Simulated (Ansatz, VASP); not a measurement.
Two plane-wave programs on TiO2

File INCAR:

```
PREC = Accurate
ENCUT = 520
EDIFF = 1E-6
ISMEAR = 0
SIGMA = 0.02
LREAL = False
LASPH = True
NELM = 150
ALGO = Normal
ISIF = 2
LWAVE = False
LCHARG = True
LMAXMIX = 4
LDAU = True
LDAUTYPE = 2
LDAUL = 2 -1
LDAUU = 4 0
LDAUJ = 0 0
LDAUPRINT = 1
GGA = PE
LELF = True
LVHAR = True
NBANDS = 60
```

Contents of KPOINTS:

```
regular mesh
0
Gamma
  6 6 4
```

Contents of POSCAR:

```
TiO2
1.0
    3.8180006865      0.0000000000      0.0000000000
    0.0000000000      3.8180006865      0.0000000000
    0.0000000000      0.0000000000      9.4818595175
Ti O
4 8
Direct
    0.0000000000      0.0000000000      0.0000000000
    0.0000000000      0.5000000000      0.2500000000
    0.5000000000      0.5000000000      0.5000000000
    0.5000000000      0.0000000000      0.7500000000
    0.0000000000      0.5000000000      0.4589629558
    0.0000000000      0.0000000000      0.2089629558
    0.0000000000      0.5000000000      0.0410370442
    0.5000000000      0.5000000000      0.2910370442
    0.5000000000      0.0000000000      0.9589629558
    0.5000000000      0.5000000000      0.7089629558
    0.5000000000      0.0000000000      0.5410370442
    0.0000000000      0.0000000000      0.7910370442
```

Input for Ansatz:

```yaml
crystal:
  lattice:
    - [3.8180006865, 0.0, 0.0]
    - [0.0, 3.8180006865, 0.0]
    - [0.0, 0.0, 9.4818595175]
  atoms:
    - { symbol: Ti, position: [0.0, 0.0, 0.0] }
    - { symbol: Ti, position: [0.0, 0.5, 0.25] }
    - { symbol: Ti, position: [0.5, 0.5, 0.5] }
    - { symbol: Ti, position: [0.5, 0.0, 0.75] }
    - { symbol: O, position: [0.0, 0.5, 0.4589629558] }
    - { symbol: O, position: [0.0, 0.0, 0.2089629558] }
    - { symbol: O, position: [0.0, 0.5, 0.0410370442] }
    - { symbol: O, position: [0.5, 0.5, 0.2910370442] }
    - { symbol: O, position: [0.5, 0.0, 0.9589629558] }
    - { symbol: O, position: [0.5, 0.5, 0.7089629558] }
    - { symbol: O, position: [0.5, 0.0, 0.5410370442] }
    - { symbol: O, position: [0.0, 0.0, 0.7910370442] }
basis:
  ecutwfc: 420
kpoints:
  mp_grid: { grid: [6, 6, 4] }
  band_path: { path: [VBM, CBM], npoints: 2 }
hamiltonian:
  xc: pbe
  hubbard: { sites: [{ species: Ti, l: d, u_eff: 4.0 }] }
scf:
  occupations: { method: gaussian, width: 0.02 }
output:
  forces: true
  stress: true
  eigenvalues: true
checkpoint:
  read: start.run
  write: ck
  compress: false
  write_wavefunctions: false
  write_every: 100000
```

Alike in both runs: task single point; functional PBE; k mesh 6 × 6 × 4; occupations gaussian, width 0.02 eV; no spin polarisation; Hubbard terms Ti d U = 4.0 eV.

|  | VASP | Ansatz |
| --- | --- | --- |
| version | VASP 6.6.1 | Ansatz 0.2.0 |
| potentials or method | VASP PAW PBE potentials, release 64 (Ti_sv, O), cutoff 520 eV | scalar-relativistic, plane waves, PAW |
| valence electrons in the cell | 96 | 96 |

```csv
,VASP,Ansatz,Ansatz less VASP
gap on the k mesh at the Fermi level (eV),2.64,2.61,-0.031
least direct gap on the mesh (eV),2.78,2.76,-0.026
pressure (GPa),9.4,4.9,-4.54
"traceless stress, the component that is largest in VASP (GPa)",1.04,1.52,+0.480
rms of the force components (eV/Å),0.086,0.002,-0.0839
```

The programs project onto different local orbitals, so the same U acts differently, and such runs can settle in different states. Atom by atom the forces differ by 0.084 eV/Å (rms over components).
